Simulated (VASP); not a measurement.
# Lu2ScN3 (P-6m2) in VASP: notebook

The runs below take Lu2ScN3 through single point, relaxation of cell and atoms, with PBE.

All numbers are computed with VASP 6.6.1; they aren't measurements. Logs are shortened: lines on timing, memory, paths and dates and some standing lists are left out, and cuts for length are marked.

### 1 The cell of the first run

Symmetry: P-6m2, No. 187, hexagonal system. Conventional cell: a = 3.449 Å, b = 3.449 Å, c = 9.124 Å, α = 90.00°, β = 90.00°, γ = 120.00°. Lu (site symmetry 3m) has 6 N at 2.25 to 2.51 Å and 1 Lu at 3.05 Å within 3.1 Å. Sc (site symmetry -6m2) has 2 N at 1.99 Å within 2.6 Å. Within 2.6 Å of N (site symmetry 3m) lie 1 Sc at 1.99 Å and 3 Lu at 2.25 Å and 1 N at 2.57 Å. Within 3.3 Å of N (site symmetry -6m2) lie 6 Lu at 2.51 Å and 2 N at 2.57 Å.

The cell was generated, and may not be a known phase.

### 2 Single point, PBE

Input file INCAR:

```
SYSTEM = Lu2ScN3
PREC = Accurate ; ENCUT = 520
EDIFF = 1E-7 ; ISMEAR = 0
SIGMA = 0.1 ; LREAL = .False.
LASPH = .True. ; NELM = 100
ALGO = Normal ; ISIF = 2
LWAVE = .False. ; LCHARG = .False.
GGA = PE ; NBANDS = 47
```

Input file KPOINTS:

```
regular mesh
0
Gamma
  6 6 2
  0 0 0
```

Input file POSCAR:

```
Lu2ScN3
1.0
    3.4489364204      0.0000000000      0.0000000000
   -1.7244682102      2.9868665561      0.0000000000
    0.0000000000      0.0000000000      9.1241932040
Lu Sc N
2 1 3
Direct
    0.6666666667      0.3333333333      0.6674060529
    0.6666666667      0.3333333333      0.3325939471
    0.0000000000      0.0000000000      0.0000000000
    0.0000000000      0.0000000000      0.2182261094
    0.0000000000      0.0000000000      0.7817738906
    0.0000000000      0.0000000000      0.5000000000
```

Potentials or basis: VASP PAW PBE potentials, release 64 (Lu, Sc_sv, N).

On the command line:

```bash
$ cat potpaw_PBE.64/Lu/POTCAR potpaw_PBE.64/Sc_sv/POTCAR potpaw_PBE.64/N/POTCAR > POTCAR
$ mpirun -np 1 vasp_std > vasp.out
```

OUTCAR:

```text
SYSTEM = Lu2ScN3
   PREC = Accurate
   ENCUT = 520
   EDIFF = 1E-7
   ISMEAR = 0
   LREAL = .False.
   LASPH = .True.
   NELM = 100
   ISIF = 2
   GGA = PE

 ion  position               nearest neighbor table
   1  0.667  0.333  0.667-   5 2.25   5 2.25   5 2.25   6 2.51   6 2.51   6 2.51   2 3.05
   2  0.667  0.333  0.333-   4 2.25   4 2.25   4 2.25   6 2.51   6 2.51   6 2.51   1 3.05
   3  0.000  0.000  0.000-   4 1.99   5 1.99
   4  0.000  0.000  0.218-   3 1.99   2 2.25   2 2.25   2 2.25
   5  0.000  0.000  0.782-   3 1.99   1 2.25   1 2.25   1 2.25
   6  0.000  0.000  0.500-   1 2.51   2 2.51   1 2.51   2 2.51   1 2.51   2 2.51

  LATTYP: Found a hexagonal cell.
 ALAT       =     3.4489364204
 C/A-ratio  =     2.6455092503

  Lattice vectors:

 A1 = (   3.4489364204,   0.0000000000,   0.0000000000)
 A2 = (  -1.7244682102,   2.9868665561,   0.0000000000)
 A3 = (   0.0000000000,   0.0000000000,   9.1241932040)

Analysis of symmetry for initial positions (statically):
=====================================================================
 Subroutine PRICEL returns:
 Original cell was already a primitive cell.

 Routine SETGRP: Setting up the symmetry group for a
 hexagonal supercell.

 Subroutine GETGRP returns: Found 12 space group operations
 (whereof 12 operations were pure point group operations)
 out of a pool of 24 trial point group operations.

The static configuration has the point symmetry D_3h.

Analysis of symmetry for dynamics (positions and initial velocities):
=====================================================================
 Subroutine PRICEL returns:
 Original cell was already a primitive cell.

 Routine SETGRP: Setting up the symmetry group for a
 hexagonal supercell.

 Subroutine GETGRP returns: Found 12 space group operations
 (whereof 12 operations were pure point group operations)
 out of a pool of 24 trial point group operations.

The dynamic configuration has the point symmetry D_3h.

 Subroutine INISYM returns: Found 12 space group operations
 (whereof 12 operations are pure point group operations),
 and found     1 'primitive' translations

----------------------------------------------------------------------------------------

                                     Primitive cell

  volume of cell :      93.9930

  direct lattice vectors                    reciprocal lattice vectors
     3.448936420  0.000000000  0.000000000     0.289944458  0.167399511  0.000000000
    -1.724468210  2.986866556  0.000000000     0.000000000  0.334799021  0.000000000
     0.000000000  0.000000000  9.124193204     0.000000000  0.000000000  0.109598731

  length of vectors
     3.448936420  3.448936420  9.124193204     0.334799021  0.334799021  0.109598731

  position of ions in fractional coordinates (direct lattice)
     0.666666667  0.333333333  0.667406053
     0.666666667  0.333333333  0.332593947
     0.000000000  0.000000000  0.000000000
     0.000000000  0.000000000  0.218226109
     0.000000000  0.000000000  0.781773891
     0.000000000  0.000000000  0.500000000

  ion indices of the primitive-cell ions
   primitive index   ion index
                 1           1
                 2           2
                 3           3
                 4           4
                 5           5
                 6           6

----------------------------------------------------------------------------------------

 KPOINTS: regular mesh

Automatic generation of k-mesh.
 Grid dimensions read from file:
 generate k-points for:    6    6    2

 Generating k-lattice:

  Cartesian coordinates                     Fractional coordinates (reciprocal lattice)
     0.048324076  0.027899918  0.000000000     0.166666667  0.000000000  0.000000000
     0.000000000  0.055799837  0.000000000     0.000000000  0.166666667  0.000000000
     0.000000000  0.000000000  0.054799366     0.000000000  0.000000000  0.500000000

  Length of vectors
     0.055799837  0.055799837  0.054799366

  Shift w.r.t. Gamma in fractional coordinates (k-lattice)
     0.000000000  0.000000000  0.000000000

 Subroutine IBZKPT returns following result:
 ===========================================

 Found     14 irreducible k-points:

 Following reciprocal coordinates:
            Coordinates               Weight
  0.000000  0.000000  0.000000      1.000000
  0.166667  0.000000  0.000000      6.000000
  0.333333  0.000000  0.000000      6.000000
  0.500000  0.000000  0.000000      3.000000
  0.166667  0.166667  0.000000      6.000000
  0.333333  0.166667  0.000000     12.000000
  0.333333  0.333333  0.000000      2.000000
  0.000000  0.000000  0.500000      1.000000
  0.166667  0.000000  0.500000      6.000000
  0.333333  0.000000  0.500000      6.000000
  0.500000  0.000000  0.500000      3.000000
  0.166667  0.166667  0.500000      6.000000
  0.333333  0.166667  0.500000     12.000000
  0.333333  0.333333  0.500000      2.000000
   k-points           NKPTS =     14   k-points in BZ     NKDIM =     14   number of bands    NBANDS=     47
   number of dos      NEDOS =    301   number of ions     NIONS =      6
   total plane-waves  NPLWV =  54880
   dimension x,y,z NGX =    28 NGY =   28 NGZ =   70
   dimension x,y,z NGXF=    56 NGYF=   56 NGZF=  140
   ions per type =               2   1   3
   NGX,Y,Z   is equivalent  to a cutoff of  13.50, 13.50, 12.75 a.u.
   NGXF,Y,Z  is equivalent  to a cutoff of  26.99, 26.99, 25.51 a.u.
 SYSTEM =  Lu2ScN3
   PREC   = accura    normal or accurate (medium, high low for compatibility)
   ISTART =      0    job   : 0-new  1-cont  2-samecut
   ICHARG =      2    charge: 1-file 2-atom 10-const
   ISPIN  =      1    spin polarized calculation?
   LNONCOLLINEAR =      F non collinear calculations
   LSORBIT =      F    spin-orbit coupling
   LASPH  =      T    aspherical Exc in radial PAW
   ENCUT  =  520.0 eV  38.22 Ry    6.18 a.u.   6.41  6.41 16.96*2*pi/ulx,y,z
   NELM   =    100;   NELMIN=  2; NELMDL= -5     # of ELM steps
   EDIFF  = 0.1E-06   stopping-criterion for ELM
   LREAL  =      F    real-space projection
   EDIFFG = 0.1E-05   stopping-criterion for IOM
   NSW    =      0    number of steps for IOM
   IBRION =     -1    ionic relax: 0-MD 1-quasi-New 2-CG
   NFREE  =      0    steps in history (QN), initial steepest desc. (CG)
   ISIF   =      2    stress and relaxation
   ISYM   =      2    0-nonsym 1-usesym 2-fastsym
   POTIM  = 0.5000    time-step for ionic-motion
   TEBEG  =    0.0;   TEEND  =   0.0 temperature during run
   PSTRESS=    0.0 pullay stress
   NELECT =      76.0000    total number of electrons
   NUPDOWN=      -1.0000    fix difference up-down
   EMIN   =  10.00;   EMAX   =-10.00  energy-range for DOS
   EFERMI =   0.00;   METHOD = LEGACY
   ISMEAR =     0;   SIGMA  =   0.10  broadening in eV -4-tet -1-fermi 0-gaus
   EFERMI_NEDOS =   21; number of points for ismear=-14 and -15
   IALGO  =     38    algorithm
   IMIX   =      4    mixing-type and parameters
     AMIX     =   0.40;   BMIX     =  1.00
     AMIX_MAG =   1.60;   BMIX_MAG =  1.00
  volume/ion in A,a.u.               =      15.67       105.72
  Fermi-wavevector in a.u.,A,eV,Ry     =   1.525156  2.882126 31.648513  2.326100
  Thomas-Fermi vector in A             =   2.633365
   LORBIT       =      0    0 simple, 1 ext, 2 COOP (PROOUT), +10 PAW based schemes
   GGA     = PE    functional components
   LHFCALC =     F    Hartree Fock is set to
   AEXX    =    0.0000 exact exchange contribution
   IVDW    =     0    specifies the selected vdW correction
   LEPSILON=     F    determine dielectric tensor
   LRPA    =     F    only Hartree local field effects (RPA)
 non-spin polarized calculation
 Gauss-broadening in eV      SIGMA  =   0.10
  energy-cutoff  :      520.00
  volume of cell :       93.99
 maximum number of plane-waves:      2558
 NGX is ok and might be reduce to    28
   NGX = 13   NGY = 13   NGZ = 33

 number of electron      76.0000028 magnetization

 Free energy of the ion-electron system (eV)
  ---------------------------------------------------
  ext. energy  EPLUGINS =         0.00000000
  ---------------------------------------------------
  free energy    TOTEN  =       -45.72703924 eV

  energy without entropy =      -45.71133359  energy(sigma->0) =      -45.71918641

 E-fermi :   2.8410     XC(G=0): -11.0580

 val. band max:        2.8103660267   @ k =   0.3333   0.0000   0.5000
 cond. band min:       2.8479189042   @ k =   0.1667   0.0000   0.5000
 fundamental gap:      0.0375528775
 Fermi energy:         2.8409658359

 k-point     1 :       0.0000    0.0000    0.0000
  band No.  band energies     occupation
      1     -51.7938      2.00000
      2     -51.7687      2.00000
      3     -46.0042      2.00000
      4     -24.7317      2.00000
      5     -24.7317      2.00000
      6     -24.5224      2.00000
[... 39 lines left out ...]
     46       7.3760      0.00000
     47       8.5588      0.00000

 k-point     2 :       0.1667    0.0000    0.0000
  band No.  band energies     occupation
      1     -51.7880      2.00000
      2     -51.7630      2.00000
      3     -45.9992      2.00000
      4     -24.7769      2.00000
      5     -24.7424      2.00000
      6     -24.5145      2.00000
[... 39 lines left out ...]
     46       7.4592      0.00000
     47       8.6224      0.00000

 k-point     3 :       0.3333    0.0000    0.0000
  band No.  band energies     occupation
      1     -51.7763      2.00000
      2     -51.7516      2.00000
      3     -45.9890      2.00000
      4     -24.8660      2.00000
      5     -24.7637      2.00000
      6     -24.4988      2.00000
[... 539 lines left out ...]
     46       8.2061      0.00000
     47       8.9422      0.00000

 k-point    14 :       0.3333    0.3333    0.5000
  band No.  band energies     occupation
      1     -51.7675      2.00000
      2     -51.7430      2.00000
      3     -45.9814      2.00000
      4     -24.8568      2.00000
      5     -24.8555      2.00000
      6     -24.4871      2.00000
[... 39 lines left out ...]
     46       7.9429      0.00000
     47       8.5346      0.00000

------------------------ aborting loop because EDIFF is reached ----------------------------------------

  FORCE on cell =-STRESS in cart. coord.  units (eV):
  Direction    XX          YY          ZZ          XY          YZ          ZX
  --------------------------------------------------------------------------------------
  -------------------------------------------------------------------------------------
  Total        0.4156183      0.4156183      0.5247977      0.0000000      0.0000000     -0.0000000
  in kB        7.0845093      7.0845093      8.9455488      0.0000000      0.0000000     -0.0000000
  external PRESSURE =       7.7048558 kB  Pullay stress =       0.0000000 kB

 VOLUME and BASIS-vectors are now :
 -----------------------------------------------------------------------------
  energy-cutoff  :      520.00
  volume of cell :       93.99
      direct lattice vectors                 reciprocal lattice vectors
     3.448936420  0.000000000  0.000000000     0.289944458  0.167399511  0.000000000
    -1.724468210  2.986866556  0.000000000     0.000000000  0.334799021  0.000000000
     0.000000000  0.000000000  9.124193204     0.000000000  0.000000000  0.109598731

 POSITION                                       TOTAL-FORCE (eV/Angst)
 -----------------------------------------------------------------------------------
      1.72447      0.99562      6.08954         0.000000     -0.000000     -0.017752
      1.72447      0.99562      3.03465         0.000000      0.000000      0.017752
      0.00000      0.00000      0.00000        -0.000000     -0.000000      0.000000
      0.00000      0.00000      1.99114        -0.000000      0.000000      0.011423
      0.00000      0.00000      7.13306        -0.000000     -0.000000     -0.011423
      0.00000      0.00000      4.56210         0.000000     -0.000000      0.000000
 -----------------------------------------------------------------------------------
    total drift:                                0.000001     -0.000000      0.000000

  FREE ENERGIE OF THE ION-ELECTRON SYSTEM (eV)
  ---------------------------------------------------
  free  energy   TOTEN  =       -45.7270392428 eV

  energy  without entropy=      -45.7113335855  energy(sigma->0) =      -45.71918641
```

Run time: 81 s. Hardware: 1 thread of Intel Xeon Platinum 8488C (Sapphire Rapids), shared host; peak memory 0.26 GiB.

Results:

- Free energy: -45.7270 eV
- Pressure: 0.8 GPa
- Largest force: 0.018 eV/Å
- Band gap on the k mesh: zero (bands 38 and 39 overlap by 0.71 eV)

Forces in eV/Å, atoms in the order of the input:
```
Lu   0.000  0.000 -0.018
Lu   0.000  0.000  0.018
Sc   0.000  0.000  0.000
N    0.000  0.000  0.011
N    0.000  0.000 -0.011
N    0.000  0.000  0.000
```

Stress tensor (GPa, compression positive):
```
0.71 0.00 0.00
0.00 0.71 0.00
0.00 0.00 0.89
```

Levels at points of the mesh, in eV from the Fermi level:
| k point | band 36 | band 37 | band 38 | band 39 | band 40 | band 41 |
| --- | --- | --- | --- | --- | --- | --- |
| (0.00, 0.00, 0.00) | -1.82 | -0.55 | -0.55 | 0.64 | 2.05 | 2.05 |
| (0.50, 0.00, 0.00) | -1.79 | -0.78 | -0.11 | 0.57 | 2.15 | 2.46 |
| (0.00, 0.00, 0.50) | -1.58 | -0.65 | -0.65 | 0.10 | 2.04 | 2.04 |
| (0.50, 0.00, 0.50) | -1.12 | -0.93 | -0.33 | -0.08 | 2.20 | 2.48 |

Caveat: spin-orbit coupling is left out, which moves the levels of the heavy elements.

### 3 Single point, PBE

This run uses another cell than the first one, of 19.66 Å³/atom.

Input file INCAR:

```
  PREC = Accurate
  ENCUT = 520
  EDIFF = 1E-6
  ISMEAR = 0
  SIGMA = 0.1
  LREAL = F
  LASPH = T
  NELM = 100
  ALGO = Normal
  ISIF = 2
  LWAVE = F
  LCHARG = T
  GGA = PE
  LELF = T
  LVHAR = T
  NBANDS = 47
```

Input file KPOINTS:

```
Automatic mesh
0
Gamma
  6 6 2
```

Input file POSCAR:

```
Lu2ScN3
1.0
    4.1507613800      0.0000000000      0.0000000000
   -2.0753806900      3.5946648000      0.0000000000
    0.0000000000      0.0000000000      7.9069437300
Lu Sc N
2 1 3
Direct
    0.6666666700      0.3333333300      0.8199466100
    0.6666666700      0.3333333300      0.1800533900
    0.0000000000      0.0000000000      0.0000000000
    0.0000000000      0.0000000000      0.2174611200
    0.0000000000      0.0000000000      0.7825388800
    0.0000000000      0.0000000000      0.5000000000
```

Potentials or basis: VASP PAW PBE potentials, release 64 (Lu, Sc_sv, N).

On the command line:

```bash
$ cat potpaw_PBE.64/Lu/POTCAR potpaw_PBE.64/Sc_sv/POTCAR potpaw_PBE.64/N/POTCAR > POTCAR
$ mpirun -np 1 vasp_std > vasp.out
```

Run time: 98 s. Hardware: 1 thread of Intel Xeon Platinum 8488C (Sapphire Rapids), shared host; peak memory 0.28 GiB.

It converged, with:

```yaml
Free_energy: -32.9780 eV
Pressure: 14.0 GPa
Largest_force: 7.750 eV/Å
Band_gap_on_the_k_mesh: zero (bands 38 and 39 overlap by 0.12 eV)
```

Forces on the atoms (eV/Å):
```
Lu   0.000  0.000 -7.750
Lu   0.000  0.000  7.750
Sc   0.000  0.000  0.000
N    0.000  0.000  6.652
N    0.000  0.000 -6.652
N    0.000  0.000  0.000
```

Stress tensor (GPa, compression positive):
```
 1.47  0.00  0.00
 0.00  1.47  0.00
 0.00  0.00 39.13
```

Levels at points of the mesh, in eV from the Fermi level:
```tsv
k point	band 36	band 37	band 38	band 39	band 40	band 41
(0.00, 0.00, 0.00)	-2.41	0.05	0.05	0.27	0.27	1.87
(0.50, 0.00, 0.00)	-1.54	-0.54	-0.05	-0.01	1.02	1.29
(0.00, 0.00, 0.50)	0.09	0.10	0.10	0.13	0.13	1.36
(0.50, 0.00, 0.50)	-0.86	-0.11	-0.02	0.07	0.94	1.12
```

Caveat: the k points lie up to 0.40 Å⁻¹ apart; semilocal functionals underestimate gaps, and a narrow one can read as zero; spin-orbit coupling is left out, which moves the levels of the heavy elements; forces of over 1 eV/Å act on the atoms, so gaps and moduli don't describe the material at rest.

[end of part 1 of 3]

The gap in the log of VASP goes by the Fermi energy; the results here count the filled bands.